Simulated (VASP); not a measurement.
Set up this calculation in VASP 6.6.1, as the native input.

```yaml
Task: single point
Functional: PBE
Potentials_or_basis: VASP PAW PBE potentials, release 64 (Cd)
Cutoff: 520 eV
k_mesh: 8 × 8 × 8
Occupations: gaussian, width 0.1 eV
Spin: no spin polarisation
Dipole_correction: no
Further_INCAR_settings: ALGO = Fast; EDIFF = 1e-06; NBANDS = 12
```

The structure of Cd lies in POSCAR:

```
Cd
1.0
   -1.8020587958      1.8020587958      1.8020587958
    1.8020587958     -1.8020587958      1.8020587958
    1.8020587958      1.8020587958     -1.8020587958
Cd
1
Direct
    0.0000000000      0.0000000000      0.0000000000
```

This isn't the form of Cd at room conditions, which is hcp.

These files were run (other wordings do the same):

INCAR

```
PREC     = Accurate       # precision mode
ENCUT    = 520            # plane-wave cutoff, eV
EDIFF    = 1E-6           # SCF threshold, eV
ISMEAR   = 0              # smearing method
SIGMA    = 0.1            # smearing width, eV
LREAL    = F              # projectors in reciprocal space
LASPH    = T              # aspherical terms in the spheres
NELM     = 80             # most SCF steps
ALGO     = Fast           # electronic algorithm
ISIF     = 2              # what is computed and relaxed
LWAVE    = F              # write WAVECAR
LCHARG   = F              # write CHGCAR
GGA      = PE             # functional
NBANDS   = 12             # bands
```

KPOINTS

```
Automatic mesh
0
Gamma
  8 8 8
```

Potentials or basis: VASP PAW PBE potentials, release 64 (Cd).

The run is started by

```bash
$ cat potpaw_PBE.64/Cd/POTCAR > POTCAR
$ mpirun -np 1 vasp_std > vasp.out
```

Results of the run:

```json
{"Pressure": "0.4 GPa", "Band gap on the k mesh": "zero (bands 6 and 7 overlap by 4.40 eV)"}
```

It took 3.3 s on 1 thread of Intel(R) Xeon(R) 6975P-C (Granite Rapids), on a shared host, peak memory 0.13 GiB.
